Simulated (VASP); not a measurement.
Input of a VASP 6.6.1 run:

Contents of INCAR:

```
SYSTEM = Ga2O3
  PREC = Accurate
  ENCUT = 520
  EDIFF = 1E-6
  ISMEAR = 0
  SIGMA = 0.1
  LREAL = .False.
  LASPH = .True.
  NELM = 80
  ALGO = Normal
  ISIF = 2
  LWAVE = .False.
  LCHARG = .False.
  GGA = PE
  NBANDS = 30
```

File KPOINTS:

```
regular mesh
0
Gamma
  10 10 10
  0 0 0
```

The input POSCAR:

```
Ga2O3
1.0
    3.8267458225      0.0000000000      0.0000000000
    0.0000000000      3.8267458225      0.0000000000
    0.0000000000      0.0000000000      3.8267458225
Ga O
2 3
Direct
    0.5000000000      0.5000000000      0.5000000000
    0.0000000000      0.0000000000      0.0000000000
    0.5000000000      0.0000000000      0.0000000000
    0.0000000000      0.5000000000      0.0000000000
    0.0000000000      0.0000000000      0.5000000000
```

Potentials or basis: VASP PAW PBE potentials, release 64 (Ga_d, O).

Launch:

```console
$ cat potpaw_PBE.64/Ga_d/POTCAR potpaw_PBE.64/O/POTCAR > POTCAR
$ mpirun -np 1 vasp_std > vasp.out
```

(1) Estimate the band gap on the k mesh.

(2) Estimate the pressure.

Answers

(1) zero (band 22 reaches 3.90 eV, above the bottom of band 23 at 2.80 eV).

(2) 0.5 GPa.
